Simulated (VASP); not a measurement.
# AlAs (F-43m) in VASP: further runs, part 2 of 2

VASP 6.6.1. Earlier steps stand in the parts before.

## 3. Single point, LDA

INCAR reads:

```
PREC = Accurate
ENCUT = 500
EDIFF = 1E-6
ISMEAR = 0
SIGMA = 0.01
LREAL = F
LASPH = T
NELM = 120
ALGO = Normal
ISIF = 2
LWAVE = F
LCHARG = T
LELF = T
LVHAR = T
NBANDS = 11
GGA_COMPAT = F
```

KPOINTS reads:

```
Automatic mesh
0
Gamma
  4 4 4
```

POSCAR reads:

```
AlAs
1.0
    0.0000000000      2.8304000000      2.8304000000
    2.8304000000      0.0000000000      2.8304000000
    2.8304000000      2.8304000000      0.0000000000
Al As
1 1
Direct
    0.0000000000      0.0000000000      0.0000000000
    0.2500000000      0.2500000000      0.2500000000
```

Potentials or basis: VASP PAW LDA potentials, release 64 (Al, As).

On the command line:

```console
$ cat potpaw_LDA.64/Al/POTCAR potpaw_LDA.64/As/POTCAR > POTCAR
$ mpirun -np 1 vasp_std > vasp.out
```

OUTCAR:

```text
PREC = Accurate
   ENCUT = 500
   EDIFF = 1E-6
   ISMEAR = 0
   LREAL = F
   LASPH = T
   NELM = 120
   ISIF = 2

 ion  position               nearest neighbor table
   1  0.000  0.000  0.000-   2 2.45   2 2.45   2 2.45   2 2.45
   2  0.250  0.250  0.250-   1 2.45   1 2.45   1 2.45   1 2.45

  LATTYP: Found a face centered cubic cell.
 ALAT       =     5.6608000000

  Lattice vectors:

 A1 = (   0.0000000000,   2.8304000000,   2.8304000000)
 A2 = (   2.8304000000,   0.0000000000,   2.8304000000)
 A3 = (   2.8304000000,   2.8304000000,   0.0000000000)

Analysis of symmetry for initial positions (statically):
=====================================================================
 Subroutine PRICEL returns:
 Original cell was already a primitive cell.

 Routine SETGRP: Setting up the symmetry group for a
 face centered cubic supercell.

 Subroutine GETGRP returns: Found 24 space group operations
 (whereof 24 operations were pure point group operations)
 out of a pool of 48 trial point group operations.

The static configuration has the point symmetry T_d .
[... 153 lines left out ...]
  band No.  band energies     occupation
      1      -8.0727      2.00000
      2       3.8245      2.00000
      3       3.8245      2.00000
      4       3.8245      2.00000
      5       5.6918      0.00000
      6       8.0371      0.00000
      7       8.0371      0.00000
      8       8.0371      0.00000
      9      12.4139      0.00000
     10      12.8295      0.00000
     11      12.8295      0.00000
[... 85 lines left out ...]
 k-point     8 :      -0.2500    0.5000    0.2500
  band No.  band energies     occupation
      1      -6.0659      2.00000
      2      -1.2995      2.00000
      3       0.6061      2.00000
      4       0.9617      2.00000
      5       8.0491      0.00000
      6       9.3729      0.00000
      7       9.4081      0.00000
      8       9.7625      0.00000
      9      14.2867      0.00000
     10      16.0529      0.00000
     11      16.2911      0.00000

------------------------ aborting loop because EDIFF is reached ----------------------------------------

  FORCE on cell =-STRESS in cart. coord.  units (eV):
  Direction    XX          YY          ZZ          XY          YZ          ZX
  --------------------------------------------------------------------------------------
  -------------------------------------------------------------------------------------
  Total       -0.1767156     -0.1767156     -0.1767156     -0.0000000     -0.0000000      0.0000000
  in kB       -6.2432673     -6.2432673     -6.2432673     -0.0000000     -0.0000000      0.0000000
  external PRESSURE =      -6.2432673 kB  Pullay stress =       0.0000000 kB

 VOLUME and BASIS-vectors are now :
 -----------------------------------------------------------------------------
  energy-cutoff  :      500.00
  volume of cell :       45.35
      direct lattice vectors                 reciprocal lattice vectors
     0.000000000  2.830400000  2.830400000    -0.176653477  0.176653477  0.176653477
     2.830400000  0.000000000  2.830400000     0.176653477 -0.176653477  0.176653477
     2.830400000  2.830400000  0.000000000     0.176653477  0.176653477 -0.176653477

 POSITION                                       TOTAL-FORCE (eV/Angst)
 -----------------------------------------------------------------------------------
      0.00000      0.00000      0.00000         0.000000      0.000000      0.000000
      1.41520      1.41520      1.41520        -0.000000     -0.000000     -0.000000
 -----------------------------------------------------------------------------------
    total drift:                               -0.000000     -0.000000     -0.000000

  FREE ENERGIE OF THE ION-ELECTRON SYSTEM (eV)
  ---------------------------------------------------
  free  energy   TOTEN  =       -10.3902583739 eV

  energy  without entropy=      -10.3902583739  energy(sigma->0) =      -10.39025837
```

OSZICAR:

```text
N       E                     dE             d eps       ncg     rms          rms(c)
DAV:   1     0.155600447085E+02    0.15560E+02   -0.30947E+03   176   0.540E+02
DAV:   2    -0.968361407779E+01   -0.25244E+02   -0.23425E+02   207   0.864E+01
DAV:   3    -0.107307909020E+02   -0.10472E+01   -0.10457E+01   232   0.187E+01
DAV:   4    -0.107385890348E+02   -0.77981E-02   -0.77977E-02   214   0.188E+00
DAV:   5    -0.107386907175E+02   -0.10168E-03   -0.10168E-03   228   0.217E-01    0.342E+00
DAV:   6    -0.104569503084E+02    0.28174E+00   -0.43952E-01   197   0.241E+00    0.193E+00
DAV:   7    -0.103940727397E+02    0.62878E-01   -0.20455E-01   197   0.175E+00    0.681E-01
DAV:   8    -0.103902831027E+02    0.37896E-02   -0.14928E-02   188   0.568E-01    0.993E-02
DAV:   9    -0.103902396623E+02    0.43440E-04   -0.80200E-04   194   0.142E-01    0.433E-02
DAV:  10    -0.103902558547E+02   -0.16192E-04   -0.31854E-05   194   0.303E-02    0.140E-02
DAV:  11    -0.103902588378E+02   -0.29831E-05   -0.67772E-06   222   0.120E-02    0.693E-03
DAV:  12    -0.103902583739E+02    0.46389E-06   -0.17159E-06   129   0.521E-03
   1 F= -.10390258E+02 E0= -.10390258E+02  d E =-.182443E-35
```

stdout:

```text
POSCAR found type information on POSCAR AlAs
 POSCAR found :  2 types and       2 ions
 scaLAPACK will be used
 LDA part: xc-table for (Slater(with rela. corr.)+CA(PZ))
 , standard interpolation
 POSCAR, INCAR and KPOINTS ok, starting setup
 FFT: planning ... GRIDC
 FFT: planning ... GRID_SOFT
 FFT: planning ... GRID
 WAVECAR not read
 entering main loop
```

Run time: 11 s. Hardware: 1 thread of Intel Xeon 8259CL, shared host; peak memory 0.14 GiB.

What came out:

| Quantity | Value |
| --- | --- |
| Free energy | -10.3903 eV |
| Pressure | -0.6 GPa |
| Band gap on the k mesh | 1.30 eV, indirect (least direct gap 1.87 eV) |

Levels at points of the mesh, in eV from the valence-band top:
```
           k point  band 1  band 2  band 3  band 4  band 5  band 6  band 7  band 8
(0.00, 0.00, 0.00)  -11.90    0.00    0.00    0.00    1.87    4.21    4.21    4.21
(0.50, 0.00, 0.00)  -10.47   -5.62   -0.83   -0.83    2.00    4.60    4.60    7.55
(0.50, 0.50, 0.00)   -9.92   -5.47   -2.19   -2.19    1.30    2.17   10.18   10.18
```

Caveat: the k points lie up to 0.48 Å⁻¹ apart. A k mesh can miss the band edges.

## 4. Single point, LDA

INCAR reads:

```
PREC     = Accurate       # precision mode
ENCUT    = 500            # plane-wave cutoff, eV
EDIFF    = 1E-6           # SCF threshold, eV
ISMEAR   = 0              # smearing method
SIGMA    = 0.01           # smearing width, eV
LREAL    = F              # projectors in reciprocal space
LASPH    = T              # aspherical terms in the spheres
NELM     = 120            # most SCF steps
ALGO     = Normal         # electronic algorithm
ISIF     = 2              # what is computed and relaxed
LWAVE    = F              # write WAVECAR
LCHARG   = F              # write CHGCAR
GGA      = CA             # functional
NBANDS   = 11             # bands
GGA_COMPAT= F
```

KPOINTS reads:

```
regular mesh
0
Gamma
  4 4 4
```

POSCAR is that of step 3.

On the command line:

```console
$ cat potpaw_LDA.64/Al/POTCAR potpaw_LDA.64/As/POTCAR > POTCAR
$ mpirun -np 1 vasp_std > vasp.out
```

Wall time 9 s (1 thread of Intel Xeon 8259CL, shared host); peak memory 0.14 GiB.

It converged, with:

```
Free energy            : -10.3903 eV
Pressure               : -0.6 GPa
Band gap on the k mesh : 1.30 eV, indirect (least direct gap 1.87 eV)
```

Levels at points of the mesh, in eV from the valence-band top:
```tsv
k point	band 2	band 3	band 4	band 5	band 6	band 7
(0.00, 0.00, 0.00)	0.00	0.00	0.00	1.87	4.21	4.21
(0.50, 0.00, 0.00)	-5.62	-0.83	-0.83	2.00	4.60	4.60
(0.50, 0.50, 0.00)	-5.47	-2.19	-2.19	1.30	2.17	10.18
```

Caveat: the k points lie up to 0.48 Å⁻¹ apart. A hybrid or GW would open this gap; LDA tends to underestimate it.

## 5. Single point, LDA

INCAR reads:

```
SYSTEM = AlAs
PREC = Accurate ; ENCUT = 500
EDIFF = 1E-6 ; ISMEAR = 0
SIGMA = 0.01 ; LREAL = .FALSE.
LASPH = .TRUE. ; NELM = 120
ALGO = Normal ; ISIF = 2
LWAVE = .FALSE. ; LCHARG = .TRUE.
LELF = .TRUE. ; LVHAR = .TRUE.
NBANDS = 11 ; GGA_COMPAT = .FALSE.
```

KPOINTS reads:

```
Automatic mesh
0
G
  6 6 6
  0 0 0
```

POSCAR is that of step 4.

On the command line:

```console
$ cat potpaw_LDA.64/Al/POTCAR potpaw_LDA.64/As/POTCAR > POTCAR
$ mpirun -np 1 vasp_std > vasp.out
```

It took 16 s on 1 thread of Intel Xeon 8259CL, shared host; peak memory 0.14 GiB.

The run converged. Its results:

```yaml
Free_energy: -10.5012 eV
Pressure: -0.9 GPa
Band_gap_on_the_k_mesh: 1.33 eV, indirect (least direct gap 1.88 eV)
```

Levels at points of the mesh, in eV from the valence-band top:
```tsv
k point	band 1	band 2	band 3	band 4	band 5	band 6	band 7	band 8
(0.00, 0.00, 0.00)	-11.89	0.00	0.00	0.00	1.88	4.24	4.24	4.24
(0.50, 0.00, 0.00)	-10.48	-5.60	-0.83	-0.83	2.02	4.63	4.63	7.58
(0.50, 0.50, 0.00)	-9.93	-5.45	-2.18	-2.18	1.33	2.19	10.20	10.20
```

A k mesh can miss the band edges.

## 6. Overview

```tsv
k mesh	gap on the mesh (eV)	pressure (GPa)
3 × 3 × 3	1.80	0.2
4 × 4 × 4	1.30	-0.6
6 × 6 × 6	1.33	-0.9
```

Alike in all rows: task single point; level LDA; potentials or basis VASP PAW LDA potentials, release 64 (Al, As); no spin polarisation; cell as given; cutoff (eV) 500; smearing gaussian 0.01 eV.

Caveats: some runs use coarse meshes.

Total energies depend on the potentials used, so only differences within one code and one set of settings carry meaning.
